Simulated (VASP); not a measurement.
A run of VASP 6.6.1:

INCAR

```
ALGO = Normal
EDIFF = 1E-7
ENCUT = 520
GGA = PE
ISIF = 2
ISMEAR = -1
LASPH = True
LCHARG = False
LREAL = False
LWAVE = False
NBANDS = 21
NELM = 100
PREC = Accurate
SIGMA = 0.05
```

Contents of KPOINTS:

```
k-points
0
Gamma
  11 11 11
```

The input POSCAR:

```
Ge
1.0
   -2.5091523150      2.6633424900      1.4369470000
    2.5091523150     -2.6633424900      1.4369470000
    2.4826436850      2.6383835100     -1.4369470000
Ge
2
Direct
    0.3140570000      0.0640570000      0.2500000000
    0.6859430000      0.9359430000      0.7500000000
```

Potentials or basis: VASP PAW PBE potentials, release 64 (Ge_d).

Run with:

```console
$ cat potpaw_PBE.64/Ge_d/POTCAR > POTCAR
$ mpirun -np 1 vasp_std > vasp.out
```

Hardware: 1 thread of Intel(R) Xeon(R) 6975P-C (Granite Rapids) (shared host).

How long does it take, and how much memory?

Wall time 120 s on 1 thread of Intel(R) Xeon(R) 6975P-C (Granite Rapids), with other jobs on the host, peak memory 0.34 GiB. Counts: scf iterations 12, k points 366.
